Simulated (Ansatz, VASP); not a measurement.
# Cu3O2: VASP beside Ansatz

The input INCAR:

```
SYSTEM = Cu3O2
ALGO     = Normal         ! electronic algorithm
EDIFF    = 1E-7           ! SCF threshold, eV
EDIFFG   = -0.01          ! ionic threshold
ENCUT    = 820            ! plane-wave cutoff, eV
GGA_COMPAT= .False.      
IBRION   = 2              ! ionic algorithm
ISIF     = 3              ! what is computed and relaxed
ISMEAR   = -1             ! smearing method
LASPH    = .True.         ! aspherical terms in the spheres
LCHARG   = .False.        ! write CHGCAR
LREAL    = .False.        ! projectors in reciprocal space
LWAVE    = .False.        ! write WAVECAR
NELM     = 120            ! most SCF steps
NELMIN   = 4            
NSW      = 60             ! ionic steps
PREC     = Accurate       ! precision mode
SIGMA    = 0.05           ! smearing width, eV
```

Contents of KPOINTS:

```
k-points
0
Gamma
  9 9 9
  0 0 0
```

File POSCAR:

```
Cu3O2
1.0
   -2.0229820000      2.0229820000      3.6736170000
    2.0229820000     -2.0229820000      3.6736170000
    2.0229820000      2.0229820000     -3.6736170000
Cu O
3 2
Direct
    0.0000000000      0.0000000000      0.0000000000
    0.7500000000      0.2500000000      0.5000000000
    0.2500000000      0.7500000000      0.5000000000
    0.5000000000      0.0000000000      0.5000000000
    0.0000000000      0.5000000000      0.5000000000
```

input.yaml

```yaml
crystal:
  lattice:
    - [-2.022982, 2.022982, 3.673617]
    - [2.022982, -2.022982, 3.673617]
    - [2.022982, 2.022982, -3.673617]
  atoms:
    - { symbol: Cu, position: [0.0, 0.0, 0.0] }
    - { symbol: Cu, position: [0.75, 0.25, 0.5] }
    - { symbol: Cu, position: [0.25, 0.75, 0.5] }
    - { symbol: O, position: [0.5, 0.0, 0.5] }
    - { symbol: O, position: [0.0, 0.5, 0.5] }
hamiltonian:
  xc: lda
  pseudopotentials: { kind: paw }
kpoints:
  mp_grid: { grid: [9, 9, 9] }
scf:
  occupations: { method: fermi_dirac, width: 0.05 }
output:
  forces: true
  stress: true
  eigenvalues: true
  write_density: true
  write_potential: true
  elf: true
  volumetric_format: npy
relax:
  f_tol: 0.01
  max_steps: 40
  cell: { stress_tol: 0.05 }
```

Alike in both runs: task relaxation of cell and atoms; functional LDA; k mesh 9 × 9 × 9; occupations fermi-dirac, width 0.05 eV; no spin polarisation.

|  | VASP | Ansatz |
| --- | --- | --- |
| version | VASP 6.6.1 | Ansatz 0.2.0 |
| potentials or method | VASP PAW LDA potentials, release 64 (Cu_sv_GW, O) | Ansatz PAW |
| plane-wave cutoff (eV) | 820 | 420 |
| valence electrons in the cell | 69 | 69 |

|  | VASP | Ansatz | Ansatz less VASP |
| --- | --- | --- | --- |
| gap on the k mesh at the Fermi level, each at its own relaxed structure (eV) | none | none | - |
| relaxed volume (Å³/atom) | 11.00 | 10.98 | -0.019 |
| relaxed length of the cell vector where the two differ most in proportion (Å) | 4.537 | 4.532 | -0.0050 |

LDA's correlation is that of Perdew and Zunger in VASP and of Perdew and Wang (1992) in Ansatz. A gap of «none» marks a metal or a gap that the smearing closes.

Noted on Ansatz's run: the plane-wave basis is chosen anew once the cell has moved, so the energies of steps on either side of that aren't comparable.
